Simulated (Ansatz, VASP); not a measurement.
## Zn12F in VASP and in Ansatz

```
CELL_PARAMETERS angstrom
5.32000 0.00000 0.00000
-3.99000 6.91088 0.00000
0.00000 0.00000 4.93696
ATOMIC_POSITIONS crystal
Zn 0.01101 0.00226 0.04328
Zn 0.12637 0.18962 0.56595
Zn 0.97236 0.31781 0.97291
Zn 0.14794 0.56218 0.57692
Zn 0.00772 0.66888 0.04694
Zn 0.16764 0.89099 0.52468
Zn 0.49960 0.99821 0.97157
Zn 0.65936 0.22040 0.45095
Zn 0.51909 0.32591 0.92030
Zn 0.69527 0.57309 0.53008
Zn 0.53742 0.69821 0.93647
Zn 0.65491 0.88606 0.45644
F 0.33591 0.44260 0.24958
```

Alike in both runs: functional PBE; k mesh 2 × 2 × 2; occupations fermi-dirac, width 0.1 eV; no spin polarisation.

Ansatz relaxed the structure, and its values are those at the end. VASP's run is a single point on that final structure, the one shown.

|  | VASP | Ansatz |
| --- | --- | --- |
| version | VASP 6.6.1 | Ansatz 0.2.0 |
| potentials or method | VASP PAW PBE potentials, release 64 (Zn, F), cutoff 520 eV | scalar-relativistic, plane waves, PAW |
| valence electrons in the cell | 151 | 151 |

|  | VASP | Ansatz | Ansatz less VASP |
| --- | --- | --- | --- |
| rms of the force components (eV/Å) | 0.034 | 0.034 | -0.0003 |

The k mesh is coarse, so the values compare programs but aren't converged.
